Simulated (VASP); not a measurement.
# Ni (Im-3m) in VASP: a series of runs, part 2 of 2

VASP 6.6.1. The steps go on from the part before.

## Step 5: Single point, LDA, collinear spin, ferromagnetic start

This run uses another cell than the first one, of 10.08 Å³/atom, 1.282 times its volume.

Contents of INCAR:

```
SYSTEM = Ni
PREC     = Accurate       ! precision mode
ENCUT    = 520            ! plane-wave cutoff, eV
EDIFF    = 1E-6           ! SCF threshold, eV
ISMEAR   = -1             ! smearing method
SIGMA    = 0.1            ! smearing width, eV
LREAL    = .FALSE.        ! projectors in reciprocal space
LASPH    = .TRUE.         ! aspherical terms in the spheres
NELM     = 150            ! most SCF steps
ALGO     = Normal         ! electronic algorithm
ISIF     = 2              ! what is computed and relaxed
LWAVE    = .FALSE.        ! write WAVECAR
LCHARG   = .FALSE.        ! write CHGCAR
ISPIN    = 2              ! spin polarisation
MAGMOM   = 1              ! initial moments
LORBIT   = 11             ! projections on sites
LMAXMIX  = 4              ! l up to which the mixer works
GGA      = CA             ! functional
NBANDS   = 15             ! bands
```

Contents of KPOINTS:

```
regular mesh
0
G
  22 22 22
  0 0 0
```

Contents of POSCAR:

```
Ni
1.0
   -1.3610010292      1.3610010292      1.3610010292
    1.3610010292     -1.3610010292      1.3610010292
    1.3610010292      1.3610010292     -1.3610010292
Ni
1
Direct
    0.0000000000      0.0000000000      0.0000000000
```

Potentials or basis: VASP PAW LDA potentials, release 64 (Ni).

Started as:

```bash
$ cat potpaw_LDA.64/Ni/POTCAR > POTCAR
$ mpirun -np 1 vasp_std > vasp.out
```

OUTCAR:

```text
SYSTEM = Ni
   PREC = Accurate
   ENCUT = 520
   EDIFF = 1E-6
   ISMEAR = -1
   LREAL = .FALSE.
   LASPH = .TRUE.
   NELM = 150
   ISIF = 2
   ISPIN = 2
   LORBIT = 11
   GGA = CA

 ion  position               nearest neighbor table
   1  0.000  0.000  0.000-

  LATTYP: Found a body centered cubic cell.
 ALAT       =     2.7220020584

  Lattice vectors:

 A1 = (  -1.3610010292,   1.3610010292,   1.3610010292)
 A2 = (   1.3610010292,  -1.3610010292,   1.3610010292)
 A3 = (   1.3610010292,   1.3610010292,  -1.3610010292)

Analysis of symmetry for initial positions (statically):
=====================================================================
 Subroutine PRICEL returns:
 Original cell was already a primitive cell.

 Routine SETGRP: Setting up the symmetry group for a
 body centered cubic supercell.

 Subroutine GETGRP returns: Found 48 space group operations
[... 9 lines left out ...]

 Routine SETGRP: Setting up the symmetry group for a
 body centered cubic supercell.

 Subroutine GETGRP returns: Found 48 space group operations
 (whereof 48 operations were pure point group operations)
 out of a pool of 48 trial point group operations.

The dynamic configuration has the point symmetry O_h .

Analysis of structural, dynamic, and magnetic symmetry:
=====================================================================
 Subroutine PRICEL returns:
 Original cell was already a primitive cell.

 Routine SETGRP: Setting up the symmetry group for a
 body centered cubic supercell.

 Subroutine GETGRP returns: Found 48 space group operations
 (whereof 48 operations were pure point group operations)
 out of a pool of 48 trial point group operations.

The overall configuration has the point symmetry O_h .

 Subroutine INISYM returns: Found 48 space group operations
[... 5 lines left out ...]
                                     Primitive cell

  volume of cell :      10.0841

  direct lattice vectors                    reciprocal lattice vectors
    -1.361001029  1.361001029  1.361001029     0.000000000  0.367376651  0.367376651
     1.361001029 -1.361001029  1.361001029     0.367376651  0.000000000  0.367376651
     1.361001029  1.361001029 -1.361001029     0.367376651  0.367376651  0.000000000

  length of vectors
[... 139 lines left out ...]
      1       0.6516      1.00000
      2       7.7996      1.00000
      3       7.7996      1.00000
      4       7.7996      1.00000
      5       9.3316      0.99878
      6       9.3316      0.99878
      7      37.3254      0.00000
      8      37.3254      0.00000
      9      37.3254      0.00000
     10      42.7900      0.00000
     11      42.7900      0.00000
     12      44.3350      0.00000
     13      44.3350      0.00000
     14      44.3350      0.00000
[... 403 lines left out ...]
      4       8.6339      1.00000
      5       9.0468      0.99993
      6       9.4072      0.99741
      7      30.3299      0.00000
      8      32.1601      0.00000
      9      36.0196      0.00000
     10      37.5124      0.00000
     11      41.0848      0.00000
     12      42.3336      0.00000
     13      46.9178      0.00000
     14      47.3208      0.00000
     15      51.9099      0.00000

 [... further k-points ...]

 spin component 2

 k-point     1 :       0.0000    0.0000    0.0000
  band No.  band energies     occupation
      1       0.6630      1.00000
      2       7.9122      1.00000
      3       7.9122      1.00000
      4       7.9122      1.00000
      5       9.4310      0.99671
      6       9.4310      0.99671
      7      37.3264      0.00000
      8      37.3264      0.00000
      9      37.3264      0.00000
     10      42.7980      0.00000
     11      42.7980      0.00000
     12      44.3706      0.00000
     13      44.3706      0.00000
     14      44.3706      0.00000
[... 403 lines left out ...]
      4       8.7500      1.00000
      5       9.1456      0.99981
      6       9.5075      0.99296
      7      30.3549      0.00000
      8      32.1825      0.00000
      9      36.0497      0.00000
     10      37.5235      0.00000
     11      41.1035      0.00000
     12      42.3575      0.00000
     13      46.9466      0.00000
     14      47.3358      0.00000
     15      51.9568      0.00000

 [... further k-points ...]
[... 5 lines left out ...]
  --------------------------------------------------------------------------------------
  -------------------------------------------------------------------------------------
  Total       -0.0178226     -0.0178226     -0.0178226     -0.0000000      0.0000000     -0.0000000
  in kB       -2.8317011     -2.8317011     -2.8317011     -0.0000000      0.0000000     -0.0000000
  external PRESSURE =      -2.8317011 kB  Pullay stress =       0.0000000 kB

 VOLUME and BASIS-vectors are now :
 -----------------------------------------------------------------------------
  energy-cutoff  :      520.00
  volume of cell :       10.08
      direct lattice vectors                 reciprocal lattice vectors
    -1.361001029  1.361001029  1.361001029     0.000000000  0.367376651  0.367376651
     1.361001029 -1.361001029  1.361001029     0.367376651  0.000000000  0.367376651
     1.361001029  1.361001029 -1.361001029     0.367376651  0.367376651  0.000000000

 POSITION                                       TOTAL-FORCE (eV/Angst)
 -----------------------------------------------------------------------------------
      0.00000      0.00000      0.00000         0.000000      0.000000      0.000000
 -----------------------------------------------------------------------------------
    total drift:                                0.000000      0.000000      0.000000

  FREE ENERGIE OF THE ION-ELECTRON SYSTEM (eV)
  ---------------------------------------------------
  free  energy   TOTEN  =        -6.5111415141 eV

  energy  without entropy=       -6.4480035517  energy(sigma->0) =       -6.47957253

 total charge

# of ion       s       p       d       tot
------------------------------------------
    1        0.526   0.558   8.385   9.468

 magnetization (x)

# of ion       s       p       d       tot
------------------------------------------
    1       -0.001  -0.002   0.111   0.108
```

OSZICAR:

```text
N       E                     dE             d eps       ncg     rms          rms(c)
DAV:   1     0.319633265674E+02    0.31963E+02   -0.41552E+03 20971   0.875E+02
DAV:   2    -0.614501279544E+01   -0.38108E+02   -0.35495E+02 22130   0.165E+02
DAV:   3    -0.753142610215E+01   -0.13864E+01   -0.13696E+01 24440   0.306E+01
DAV:   4    -0.753876051678E+01   -0.73344E-02   -0.73332E-02 24024   0.215E+00
DAV:   5    -0.753882793963E+01   -0.67423E-04   -0.67422E-04 25092   0.187E-01    0.109E+01
DAV:   6    -0.678184347318E+01    0.75698E+00   -0.11550E+01 27702   0.388E+01    0.525E+00
DAV:   7    -0.653223094315E+01    0.24961E+00   -0.18311E+00 25444   0.140E+01    0.220E+00
DAV:   8    -0.651259194085E+01    0.19639E-01   -0.36323E-02 26883   0.129E+00    0.826E-01
DAV:   9    -0.651084651764E+01    0.17454E-02   -0.11901E-03 31739   0.213E-01    0.265E-01
DAV:  10    -0.651062518190E+01    0.22134E-03   -0.53838E-04 31518   0.172E-01    0.122E-01
DAV:  11    -0.651082171294E+01   -0.19653E-03   -0.45926E-04 28314   0.200E-01    0.832E-02
DAV:  12    -0.651098924001E+01   -0.16753E-03   -0.60177E-04 28370   0.229E-01    0.550E-02
DAV:  13    -0.651107627119E+01   -0.87031E-04   -0.45384E-04 28592   0.206E-01    0.345E-02
DAV:  14    -0.651111924938E+01   -0.42978E-04   -0.25196E-04 29522   0.144E-01    0.230E-02
DAV:  15    -0.651114192989E+01   -0.22681E-04   -0.14573E-04 28681   0.114E-01    0.166E-02
DAV:  16    -0.651114151413E+01    0.41576E-06   -0.14170E-06 20723   0.110E-02
   1 F= -.65111415E+01 E0= -.64795725E+01  d E =-.631380E-01  mag=     0.0741
```

It took 50 s on 1 thread of Intel Xeon 6975P-C (Granite Rapids), shared host; peak memory 0.18 GiB.

What came out:

```
Free energy                                           : -6.5111 eV
Pressure                                              : -0.3 GPa
Net moment                                            : 0.11 μB per cell
Site moments                                          : Ni +0.11 μB
Valence electrons inside the program's atomic spheres : Ni 9.47
```

Levels at points of the mesh, in eV from the Fermi level:
Spin up:
| k point | band 2 | band 3 | band 4 | band 5 | band 6 | band 7 | band 8 | band 9 |
| --- | --- | --- | --- | --- | --- | --- | --- | --- |
| (0.00, 0.00, 0.00) | -2.20 | -2.20 | -2.20 | -0.67 | -0.67 | 27.32 | 27.32 | 27.32 |
| (0.50, 0.00, 0.00) | -3.26 | -0.73 | -0.49 | 0.25 | 0.37 | 7.28 | 19.85 | 21.14 |
| (0.50, 0.50, 0.50) | -4.45 | 0.12 | 0.12 | 0.12 | 10.28 | 10.28 | 10.28 | 16.65 |
Spin down:
```
           k point  band 1  band 2  band 3  band 4  band 5  band 6  band 7  band 8  band 9  band 10
(0.00, 0.00, 0.00)   -9.34   -2.09   -2.09   -2.09   -0.57   -0.57   27.32   27.32   27.32    32.80
(0.50, 0.00, 0.00)   -4.80   -3.16   -0.63   -0.39    0.26    0.50    7.34   19.85   21.17    25.13
(0.50, 0.50, 0.50)   -4.38   -4.38    0.24    0.24    0.24   10.30   10.30   10.30   16.70    16.70
```

## Step 6: Single point, LDA, collinear spin, ferromagnetic start

This run uses another cell than the first one, of 10.08 Å³/atom, 1.282 times its volume.

Contents of INCAR:

```
PREC = Accurate
ENCUT = 520
EDIFF = 1E-6
ISMEAR = -1
SIGMA = 0.1
LREAL = F
LASPH = T
NELM = 150
ALGO = Normal
ISIF = 2
LWAVE = F
LCHARG = F
ISPIN = 2
MAGMOM = 1
LORBIT = 11
LMAXMIX = 4
NBANDS = 15
```

Contents of KPOINTS:

```
Automatic mesh
0
Gamma
  22 22 22
  0.5 0.5 0.5
```

POSCAR is that of step 5.

Potentials or basis: VASP PAW LDA potentials, release 64 (Ni).

Started as:

```bash
$ cat potpaw_LDA.64/Ni/POTCAR > POTCAR
$ mpirun -np 1 vasp_std > vasp.out
```

OUTCAR:

```text
PREC = Accurate
   ENCUT = 520
   EDIFF = 1E-6
   ISMEAR = -1
   LREAL = F
   LASPH = T
   NELM = 150
   ISIF = 2
   ISPIN = 2
   LORBIT = 11

 ion  position               nearest neighbor table
   1  0.000  0.000  0.000-

  LATTYP: Found a body centered cubic cell.
 ALAT       =     2.7220020584

  Lattice vectors:

 A1 = (  -1.3610010292,   1.3610010292,   1.3610010292)
 A2 = (   1.3610010292,  -1.3610010292,   1.3610010292)
 A3 = (   1.3610010292,   1.3610010292,  -1.3610010292)

Analysis of symmetry for initial positions (statically):
=====================================================================
 Subroutine PRICEL returns:
 Original cell was already a primitive cell.

 Routine SETGRP: Setting up the symmetry group for a
 body centered cubic supercell.

 Subroutine GETGRP returns: Found 48 space group operations
[... 9 lines left out ...]

 Routine SETGRP: Setting up the symmetry group for a
 body centered cubic supercell.

 Subroutine GETGRP returns: Found 48 space group operations
 (whereof 48 operations were pure point group operations)
 out of a pool of 48 trial point group operations.

The dynamic configuration has the point symmetry O_h .
[... 609 lines left out ...]
      4       7.9349      1.00000
      5       9.3673      0.99826
      6       9.3673      0.99826
      7      36.5655      0.00000
      8      36.5655      0.00000
      9      37.4510      0.00000
     10      41.7592      0.00000
     11      42.3636      0.00000
     12      42.3636      0.00000
     13      44.1751      0.00000
     14      44.1751      0.00000
[... 403 lines left out ...]
      4       9.1216      0.99985
      5       9.2389      0.99952
      6       9.4801      0.99465
      7      28.0670      0.00000
      8      29.8345      0.00000
      9      33.5008      0.00000
     10      38.3099      0.00000
     11      42.2277      0.00000
     12      43.4686      0.00000
     13      47.7226      0.00000
     14      48.2292      0.00000
     15      52.4692      0.00000

 [... further k-points ...]
[... 5 lines left out ...]
  --------------------------------------------------------------------------------------
  -------------------------------------------------------------------------------------
  Total       -0.0330447     -0.0330447     -0.0330447     -0.0000000      0.0000000      0.0000000
  in kB       -5.2502089     -5.2502089     -5.2502089     -0.0000000      0.0000000      0.0000000
  external PRESSURE =      -5.2502089 kB  Pullay stress =       0.0000000 kB

 VOLUME and BASIS-vectors are now :
 -----------------------------------------------------------------------------
  energy-cutoff  :      520.00
  volume of cell :       10.08
      direct lattice vectors                 reciprocal lattice vectors
    -1.361001029  1.361001029  1.361001029     0.000000000  0.367376651  0.367376651
     1.361001029 -1.361001029  1.361001029     0.367376651  0.000000000  0.367376651
     1.361001029  1.361001029 -1.361001029     0.367376651  0.367376651  0.000000000

 POSITION                                       TOTAL-FORCE (eV/Angst)
 -----------------------------------------------------------------------------------
      0.00000      0.00000      0.00000        -0.000000      0.000000     -0.000000
 -----------------------------------------------------------------------------------
    total drift:                               -0.000000     -0.000000      0.000000

  FREE ENERGIE OF THE ION-ELECTRON SYSTEM (eV)
  ---------------------------------------------------
  free  energy   TOTEN  =        -6.5115023999 eV

  energy  without entropy=       -6.4492656863  energy(sigma->0) =       -6.48038404

 total charge

# of ion       s       p       d       tot
------------------------------------------
    1        0.526   0.557   8.385   9.468

 magnetization (x)

# of ion       s       p       d       tot
------------------------------------------
    1       -0.000  -0.000   0.004   0.004
```

Wall time 56 s (1 thread of Intel Xeon 6975P-C (Granite Rapids), shared host); peak memory 0.16 GiB.

Results:

| Property | Result |
| --- | --- |
| Free energy | -6.5115 eV |
| Pressure | -0.5 GPa |
| Band gap on the k mesh | zero (filled and empty bands overlap) |
| Net moment | 0.00 μB per cell |
| Valence electrons inside the program's atomic spheres | Ni 9.47 |

## Step 7: Overview

```csv
cell,k mesh,gap on the mesh (eV),pressure (GPa),moment (μB)
"a = 2.170 Å, angles 109.5°, 1 atom",22 × 22 × 22,none,111.1,0.00
"a = 2.259 Å, angles 109.5°, 1 atom",22 × 22 × 22,none,42.3,0.01
"a = 2.357 Å, angles 109.5°, 1 atom",22 × 22 × 22,none,-0.3,0.11
"a = 2.357 Å, angles 109.5°, 1 atom","22 × 22 × 22, shifted",none,-0.5,0.00
```

Alike in all rows: task single point; level LDA; potentials or basis VASP PAW LDA potentials, release 64 (Ni); spin collinear, ferromagnetic start; cutoff (eV) 520; smearing fermi-dirac 0.1 eV.

Absolute energies hang on the potentials; compare differences alone.
